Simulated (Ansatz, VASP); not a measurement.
## ZnO in VASP and in Ansatz

The input INCAR:

```
SYSTEM = ZnO
ALGO = Normal
EDIFF = 1E-7
ENCUT = 520
GGA = PS
ISIF = 2
ISMEAR = 0
LASPH = .True.
LCHARG = .False.
LREAL = .False.
LWAVE = .False.
NBANDS = 26
NELM = 100
PREC = Accurate
SIGMA = 0.05
```

File KPOINTS:

```
k-points
0
Gamma
  9 9 6
  0 0 0
```

Contents of POSCAR:

```
ZnO
1.0
    3.2601408460      0.0000000000      0.0000000000
   -1.6300704230      2.8233647925      0.0000000000
    0.0000000000      0.0000000000      5.1223332972
Zn O
2 2
Direct
    0.3333333333      0.6666666667      0.0015754469
    0.6666666667      0.3333333333      0.5015754469
    0.3333333333      0.6666666667      0.4106854153
    0.6666666667      0.3333333333      0.9106854153
```

Input for Ansatz:

```yaml
crystal:
  lattice:
    - [3.260140846, 0.0, 0.0]
    - [-1.630070423, 2.8233647925, 0.0]
    - [0.0, 0.0, 5.1223332972]
  atoms:
    - { symbol: Zn, position: [0.3333333333, 0.6666666667, 0.0015754469] }
    - { symbol: Zn, position: [0.6666666667, 0.3333333333, 0.5015754469] }
    - { symbol: O, position: [0.3333333333, 0.6666666667, 0.4106854153] }
    - { symbol: O, position: [0.6666666667, 0.3333333333, 0.9106854153] }
basis:
  ecutwfc: 520.0
kpoints:
  mp_grid: { grid: [9, 9, 6] }
hamiltonian:
  xc: pbesol
  pseudopotentials: { kind: paw, azcp: { folder: soft_1 } }
scf:
  occupations: { method: gaussian, width: 0.05 }
output:
  forces: true
  stress: true
  eigenvalues: true
```

Alike in both runs: task single point; functional PBEsol; k mesh 9 × 9 × 6; occupations gaussian, width 0.05 eV; no spin polarisation.

|  | VASP | Ansatz |
| --- | --- | --- |
| version | VASP 6.6.1 | Ansatz 0.2.0 |
| potentials or method | VASP PAW PBE potentials, release 64 (Zn, O), cutoff 520 eV | scalar-relativistic, plane waves, PAW |
| valence electrons in the cell | 36 | 36 |

VASP gave:

| Item | Value |
| --- | --- |
| gap on the k mesh at the Fermi level (eV) | 0.74 |
| least direct gap on the mesh (eV) | 0.74 |
| pressure (GPa) | 1.2 |
| traceless stress, the component that is largest in VASP (GPa) | -3.86 |
| rms of the force components (eV/Å) | 0.284 |

Problem. What did Ansatz give for the same quantities?

Solution. gap on the k mesh at the Fermi level (eV): 0.75; least direct gap on the mesh (eV): 0.75; pressure (GPa): 0.3; traceless stress, the component that is largest in VASP (GPa): -3.57; rms of the force components (eV/Å): 0.276.

VASP's potentials were made for PBE, not for PBEsol, and Ansatz warns of the same on its side. Atom by atom the forces differ by 0.008 eV/Å (rms over components).
